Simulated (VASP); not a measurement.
Here is a VASP 6.6.1 calculation.

The input INCAR:

```
ALGO = Normal
EDIFF = 1E-6
ENCUT = 600
GGA = RP
GGA_COMPAT = False
ISIF = 2
ISMEAR = 0
LASPH = True
LCHARG = True
LELF = True
LREAL = False
LVHAR = True
LWAVE = False
NBANDS = 16
NELM = 120
PREC = Accurate
SIGMA = 0.1
```

KPOINTS

```
k-points
0
Gamma
  6 6 6
```

POSCAR

```
GaN
1.0
    0.0000000000      2.2535006075      2.2535006075
    2.2535006075      0.0000000000      2.2535006075
    2.2535006075      2.2535006075      0.0000000000
Ga N
1 1
Direct
    0.0000000000      0.0000000000      0.0000000000
    0.7500000000      0.7500000000      0.7500000000
```

Potentials or basis: VASP PAW PBE potentials, release 64 (Ga_d, N).

Run with:

```bash
$ cat potpaw_PBE.64/Ga_d/POTCAR potpaw_PBE.64/N/POTCAR > POTCAR
$ mpirun -np 1 vasp_std > vasp.out
```

Problem. What does it give for the pressure?

Solution. 8.8 GPa.

Problem. What does it give for the band gap on the k mesh?

Solution. 1.78 eV, direct.

Caveat: the PAW data sets were made with another functional, which shifts forces and pressure a little. As with any semilocal functional, this RPBE gap is likely too small.
